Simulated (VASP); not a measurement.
# MoS2 in VASP: notebook

The runs below take MoS2 through single point, with revPBE+D4, PBE+D4, LDA, PBEsol+D3(BJ).

Everything below comes from runs of VASP 6.6.1. Logs are shortened: lines on timing, memory, paths and dates and some standing lists are left out, and cuts for length are marked.

### Step 1. The cell of the first run

The cell holds a slab with vacuum, 6 atoms: a = 3.141 Å, b = 3.141 Å, c = 21.180 Å, α = 90.00°, β = 90.00°, γ = 120.00°.

### Step 2. Single point, revPBE+D4

Input file INCAR:

```
SYSTEM = MoS2
PREC = Accurate
ENCUT = 520
EDIFF = 1E-6
ISMEAR = -1
SIGMA = 0.05
LREAL = .False.
LASPH = .True.
NELM = 100
ALGO = Normal
ISIF = 2
LWAVE = .False.
LCHARG = .True.
GGA = RE
IVDW = 13
LELF = .True.
LVHAR = .True.
NBANDS = 35
```

Input file KPOINTS:

```
regular mesh
0
Gamma
  10 10 2
  0 0 0
```

Input file POSCAR:

```
MoS2
1.0
    3.1407403341      0.0000000000      0.0000000000
   -1.5703701670      2.7199609160      0.0000000000
    0.0000000000      0.0000000000     21.1804482867
Mo S
2 4
Direct
    0.3333333333      0.6666666667      0.8606970703
    0.6666666667      0.3333333333      0.1393029297
    0.6666666667      0.3333333333      0.7866360997
    0.3333333333      0.6666666667      0.0653822800
    0.6666666667      0.3333333333      0.9346177200
    0.3333333333      0.6666666667      0.2133639003
```

Potentials or basis: VASP PAW PBE potentials, release 64 (Mo_sv, S).

On the command line:

```sh
> cat potpaw_PBE.64/Mo_sv/POTCAR potpaw_PBE.64/S/POTCAR > POTCAR
> mpirun -np 1 vasp_std > vasp.out
```

OUTCAR:

```text
SYSTEM = MoS2
   PREC = Accurate
   ENCUT = 520
   EDIFF = 1E-6
   ISMEAR = -1
   LREAL = .False.
   LASPH = .True.
   NELM = 100
   ISIF = 2
   GGA = RE
   IVDW = 13

 ion  position               nearest neighbor table
   1  0.333  0.667  0.861-   5 2.40   5 2.40   5 2.40   3 2.40   3 2.40   3 2.40
   2  0.667  0.333  0.139-   4 2.40   4 2.40   4 2.40   6 2.40   6 2.40   6 2.40
   3  0.667  0.333  0.787-   1 2.40   1 2.40   1 2.40
   4  0.333  0.667  0.065-   2 2.40   2 2.40   2 2.40
   5  0.667  0.333  0.935-   1 2.40   1 2.40   1 2.40
   6  0.333  0.667  0.213-   2 2.40   2 2.40   2 2.40

  LATTYP: Found a hexagonal cell.
 ALAT       =     3.1407403341
 C/A-ratio  =     6.7437756814

  Lattice vectors:

 A1 = (   3.1407403341,   0.0000000000,   0.0000000000)
 A2 = (  -1.5703701670,   2.7199609160,   0.0000000000)
 A3 = (   0.0000000000,   0.0000000000,  21.1804482867)

Analysis of symmetry for initial positions (statically):
=====================================================================
 Subroutine PRICEL returns:
 Original cell was already a primitive cell.

 Routine SETGRP: Setting up the symmetry group for a
 hexagonal supercell.

 Subroutine GETGRP returns: Found 12 space group operations
 (whereof 12 operations were pure point group operations)
 out of a pool of 24 trial point group operations.

The static configuration has the point symmetry D_3d.

Analysis of symmetry for dynamics (positions and initial velocities):
=====================================================================
 Subroutine PRICEL returns:
 Original cell was already a primitive cell.

 Routine SETGRP: Setting up the symmetry group for a
 hexagonal supercell.

 Subroutine GETGRP returns: Found 12 space group operations
 (whereof 12 operations were pure point group operations)
 out of a pool of 24 trial point group operations.

The dynamic configuration has the point symmetry D_3d.

 Subroutine INISYM returns: Found 12 space group operations
 (whereof 12 operations are pure point group operations),
 and found     1 'primitive' translations

----------------------------------------------------------------------------------------

                                     Primitive cell

  volume of cell :     180.9380

  direct lattice vectors                    reciprocal lattice vectors
     3.140740334  0.000000000  0.000000000     0.318396268  0.183826171  0.000000000
    -1.570370167  2.719960916  0.000000000     0.000000000  0.367652342  0.000000000
     0.000000000  0.000000000 21.180448287     0.000000000  0.000000000  0.047213354

  length of vectors
[... 95 lines left out ...]
   NFREE  =      0    steps in history (QN), initial steepest desc. (CG)
   ISIF   =      2    stress and relaxation
   ISYM   =      2    0-nonsym 1-usesym 2-fastsym
   POTIM  = 0.5000    time-step for ionic-motion
   TEBEG  =    0.0;   TEEND  =   0.0 temperature during run
   PSTRESS=    0.0 pullay stress
   NELECT =      52.0000    total number of electrons
   NUPDOWN=      -1.0000    fix difference up-down
   EMIN   =  10.00;   EMAX   =-10.00  energy-range for DOS
   EFERMI =   0.00;   METHOD = LEGACY
   ISMEAR =    -1;   SIGMA  =   0.05  broadening in eV -4-tet -1-fermi 0-gaus
   EFERMI_NEDOS =   21; number of points for ismear=-14 and -15
   IALGO  =     38    algorithm
   IMIX   =      4    mixing-type and parameters
     AMIX     =   0.40;   BMIX     =  1.00
     AMIX_MAG =   1.60;   BMIX_MAG =  1.00
  volume/ion in A,a.u.               =      30.16       203.51
  Fermi-wavevector in a.u.,A,eV,Ry     =   1.080354  2.041573 15.880234  1.167164
  Thomas-Fermi vector in A             =   2.216343
   LORBIT       =      0    0 simple, 1 ext, 2 COOP (PROOUT), +10 PAW based schemes
   GGA     = RE    functional components
   LHFCALC =     F    Hartree Fock is set to
   AEXX    =    0.0000 exact exchange contribution
   IVDW    =    13    specifies the selected vdW correction
   LEPSILON=     F    determine dielectric tensor
   LRPA    =     F    only Hartree local field effects (RPA)
 non-spin polarized calculation
  energy-cutoff  :      520.00
  volume of cell :      180.94
 maximum number of plane-waves:      4902
 NGX is ok and might be reduce to    24
   NGX = 11   NGY = 11   NGZ = 79

 number of electron      51.9999997 magnetization

 Free energy of the ion-electron system (eV)
  ---------------------------------------------------
  ext. energy  EPLUGINS =         0.00000000
  ---------------------------------------------------
  free energy    TOTEN  =       -41.38120154 eV

  energy without entropy =      -41.38120079  energy(sigma->0) =      -41.38120116

 E-fermi :   2.8296     XC(G=0):  -6.7360

 val. band max:        2.3059626028   @ k =   0.0000   0.0000   0.0000
 cond. band min:       3.4669414492   @ k =   0.2000   0.2000   0.0000
 fundamental gap:      1.1609788464
 Fermi energy:         2.8295516761

 k-point     1 :       0.0000    0.0000    0.0000
  band No.  band energies     occupation
      1     -59.1086      2.00000
      2     -59.1086      2.00000
      3     -33.2757      2.00000
      4     -33.2756      2.00000
      5     -33.0266      2.00000
      6     -33.0266      2.00000
[... 901 lines left out ...]
     34       6.2879      0.00000
     35       8.3042      0.00000

 [... further k-points ...]

------------------------ aborting loop because EDIFF is reached ----------------------------------------

  DFT-D4 for vdW energy calculation

  Edisp (eV):   -4.41578

  FORCE on cell =-STRESS in cart. coord.  units (eV):
  Direction    XX          YY          ZZ          XY          YZ          ZX
  --------------------------------------------------------------------------------------
  -------------------------------------------------------------------------------------
  Total      -0.14380    -0.14380    -0.14059    -0.00000     0.00000     0.00000
  in kB      -1.27330    -1.27330    -1.24489    -0.00000     0.00000     0.00000
  external pressure =       -1.26 kB  Pullay stress =        0.00 kB

 VOLUME and BASIS-vectors are now :
 -----------------------------------------------------------------------------
  energy-cutoff  :      520.00
  volume of cell :      180.94
      direct lattice vectors                 reciprocal lattice vectors
     3.140740334  0.000000000  0.000000000     0.318396268  0.183826171  0.000000000
    -1.570370167  2.719960916  0.000000000     0.000000000  0.367652342  0.000000000
     0.000000000  0.000000000 21.180448287     0.000000000  0.000000000  0.047213354

 POSITION                                       TOTAL-FORCE (eV/Angst)
 -----------------------------------------------------------------------------------
     -0.00000      1.81331     18.22995        -0.000000      0.000000     -0.011531
      1.57037      0.90665      2.95050         0.000000     -0.000000      0.011531
      1.57037      0.90665     16.66131        -0.000000      0.000000      0.024833
     -0.00000      1.81331      1.38483         0.000000     -0.000000      0.035354
      1.57037      0.90665     19.79562         0.000000      0.000000     -0.035354
     -0.00000      1.81331      4.51914         0.000000     -0.000000     -0.024833
 -----------------------------------------------------------------------------------
    total drift:                                0.000000      0.000000      0.000000

  FREE ENERGIE OF THE ION-ELECTRON SYSTEM (eV)
  ---------------------------------------------------
  free  energy   TOTEN  =       -45.7969827264 eV

  energy  without entropy=      -45.7969819717  energy(sigma->0) =      -45.79698235
```

Run time: 1.9 min. Hardware: 1 thread of Intel Xeon 6975P-C (Granite Rapids), shared host; peak memory 0.36 GiB.

Results:

```yaml
Free_energy: -45.7970 eV
Largest_force: 0.035 eV/Å
Band_gap_on_the_k_mesh: 1.16 eV, indirect (least direct gap 1.99 eV)
Dispersion_energy_per_atom: -0.736 eV
```

Forces in eV/Å, atoms in the order of the input:
```
Mo   0.000  0.000 -0.012
Mo   0.000  0.000  0.012
S    0.000  0.000  0.025
S    0.000  0.000  0.035
S    0.000  0.000 -0.035
S    0.000  0.000 -0.025
```

Levels at points of the mesh, in eV from the valence-band top:
```csv
k point,band 24,band 25,band 26,band 27,band 28,band 29
"(0.00, 0.00, 0.00)",-1.84,-0.89,0.00,2.23,2.23,2.27
"(0.50, 0.00, 0.00)",-1.42,-1.32,-1.22,1.79,1.83,2.23
"(0.00, 0.00, 0.50)",-1.84,-0.89,0.00,2.23,2.23,2.27
"(0.50, 0.00, 0.50)",-1.42,-1.32,-1.22,1.79,1.83,2.23
```

Caveat: the PAW data sets were made with another functional, which shifts forces and pressure a little.

### Step 3. Single point, PBE+D4

This run uses another cell than the first one, of 30.65 Å³/atom, 1.016 times its volume.

Input file INCAR:

```
ALGO = Normal ; EDIFF = 1E-6
ENCUT = 520 ; GGA = PE
ISIF = 2 ; ISMEAR = -1
IVDW = 13 ; LASPH = T
LCHARG = F ; LREAL = F
LWAVE = F ; NBANDS = 35
NELM = 80 ; PREC = Accurate
SIGMA = 0.05
```

Input file KPOINTS:

```
k-points
0
Gamma
  10 10 2
```

Input file POSCAR:

```
MoS2
1.0
    3.1543549607      0.0000000000      0.0000000000
   -1.5771774804      2.7317515286      0.0000000000
    0.0000000000      0.0000000000     21.3437410812
Mo S
2 4
Direct
    0.3333333333      0.6666666667      0.8573407224
    0.6666666667      0.3333333333      0.1426592776
    0.6666666667      0.3333333333      0.7839855527
    0.3333333333      0.6666666667      0.0693567819
    0.6666666667      0.3333333333      0.9306432181
    0.3333333333      0.6666666667      0.2160144473
```

Potentials or basis: VASP PAW PBE potentials, release 64 (Mo_sv, S).

On the command line:

```sh
> cat potpaw_PBE.64/Mo_sv/POTCAR potpaw_PBE.64/S/POTCAR > POTCAR
> mpirun -np 1 vasp_std > vasp.out
```

Run time: 1.8 min. Hardware: 1 thread of Intel Xeon 6975P-C (Granite Rapids), shared host; peak memory 0.36 GiB.

Results (log left out):

- Free energy: -45.9389 eV
- Largest force: 0.025 eV/Å
- Band gap on the k mesh: 1.30 eV, indirect (least direct gap 1.97 eV)
- Dispersion energy per atom: -0.385 eV

Forces on the atoms (eV/Å):
```
Mo   0.000  0.000 -0.005
Mo   0.000  0.000  0.005
S    0.000  0.000  0.018
S    0.000  0.000  0.025
S    0.000  0.000 -0.025
S    0.000  0.000 -0.018
```

Levels at points of the mesh, in eV from the valence-band top:
```
           k point  band 23  band 24  band 25  band 26  band 27  band 28  band 29  band 30
(0.00, 0.00, 0.00)    -1.92    -1.77    -0.73     0.00     2.34     2.34     2.36     2.36
(0.50, 0.00, 0.00)    -1.46    -1.34    -1.17    -1.10     1.86     1.89     2.31     2.46
(0.00, 0.00, 0.50)    -1.92    -1.77    -0.73     0.00     2.34     2.34     2.36     2.36
(0.50, 0.00, 0.50)    -1.46    -1.34    -1.17    -1.10     1.86     1.89     2.31     2.46
```

(Part 1 of 2 ends here.)
